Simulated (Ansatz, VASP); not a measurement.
**Ca in VASP and in Ansatz**

```
Ca
1.0
     0.05588    2.82214    2.82214
     2.82214    0.05588    2.82214
     2.82214    2.82214    0.05588
Ca
1
Cartesian
  0.0000 0.0000 0.0000
```

Change from the starting cell: equal xy, yz and zx shear strains of +2 %.

Alike in both runs: task single point; functional PBEsol; k mesh 11 × 11 × 11; occupations fermi-dirac, width 0.05 eV; no spin polarisation.

```csv
,VASP,Ansatz
version,VASP 6.6.1,Ansatz 0.2.0
potentials or method,"VASP PAW PBE potentials, release 64 (Ca_sv), cutoff 520 eV","all-electron LAPW, scalar-relativistic"
```

|  | VASP | Ansatz | Ansatz less VASP |
| --- | --- | --- | --- |
| pressure (GPa) | -1.2 | -1.2 | +0.01 |
| traceless stress, the component that is largest in VASP (GPa) | -0.29 | -0.29 | 0.000 |

VASP's potentials were made for PBE, not for PBEsol. Ansatz ran all-electron here, and VASP with PAW potentials.
